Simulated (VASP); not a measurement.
Write the native input for VASP 6.6.1 that does the following.

```yaml
Task: single point
Functional: r2SCAN
Potentials_or_basis: VASP PAW PBE potentials, release 64 (Cd, N, Zr_sv)
Cutoff: 660 eV
k_mesh: 8 × 8 × 8
Occupations: fermi-dirac, width 0.1 eV
Spin: no spin polarisation
Dipole_correction: no
Further_INCAR_settings: ALGO = Normal; EDIFF = 1e-06; NBANDS = 34
```

The system is Zr3CdN.

```xyz
5
Lattice="4.4981 0.0000 0.0000 0.0000 4.4981 0.0000 0.0000 0.0000 4.4981" Properties=species:S:1:pos:R:3 pbc="T T T"
Cd    0.0000    0.0000    0.0000
N     2.2490    2.2490    2.2490
Zr    2.2490    2.2490    0.0000
Zr    0.0000    2.2490    2.2490
Zr    2.2490    0.0000    2.2490
```

These files were run (other wordings do the same):

POSCAR

```
Zr3CdN
1.0
    4.4980814705      0.0000000000      0.0000000000
    0.0000000000      4.4980814705      0.0000000000
    0.0000000000      0.0000000000      4.4980814705
Cd N Zr
1 1 3
Direct
    0.0000000000      0.0000000000      0.0000000000
    0.5000000000      0.5000000000      0.5000000000
    0.5000000000      0.5000000000      0.0000000000
    0.0000000000      0.5000000000      0.5000000000
    0.5000000000      0.0000000000      0.5000000000
```

INCAR.step1

```
SYSTEM = Zr3CdN
ALGO = Normal
EDIFF = 1E-5
ENCUT = 660
GGA = PE
GGA_COMPAT = .FALSE.
ISMEAR = -1
LASPH = .TRUE.
LCHARG = .FALSE.
LREAL = .FALSE.
LWAVE = .TRUE.
NBANDS = 34
NELM = 120
PREC = Accurate
SIGMA = 0.1
```

INCAR.step2

```
SYSTEM = Zr3CdN
ALGO = Normal
EDIFF = 1E-6
ENCUT = 660
GGA_COMPAT = .FALSE.
ISIF = 2
ISMEAR = -1
ISTART = 1
LASPH = .TRUE.
LCHARG = .FALSE.
LMIXTAU = .TRUE.
LREAL = .FALSE.
LWAVE = .FALSE.
METAGGA = R2SCAN
NBANDS = 34
NELM = 120
PREC = Accurate
SIGMA = 0.1
```

KPOINTS

```
k-points
0
G
  8 8 8
  0 0 0
```

Potentials or basis: VASP PAW PBE potentials, release 64 (Cd, N, Zr_sv).

Command:

```sh
$ cat potpaw_PBE.64/Cd/POTCAR potpaw_PBE.64/N/POTCAR potpaw_PBE.64/Zr_sv/POTCAR > POTCAR
$ cp INCAR.step1 INCAR
$ mpirun -np 1 vasp_std > vasp.out
$ cp INCAR.step2 INCAR
$ mpirun -np 1 vasp_std > vasp.out
```

It gave:

```json
{
 "Pressure": "0.2 GPa",
 "Band gap on the k mesh": "zero (an odd number of electrons rules out a gap without spin polarisation)"
}
```

Caveat: the PAW data sets were made with another functional, which shifts forces and pressure a little.

Wall time 8.5 min on 1 thread of Intel Xeon 8259CL, with other jobs on the host, peak memory 0.35 GiB.
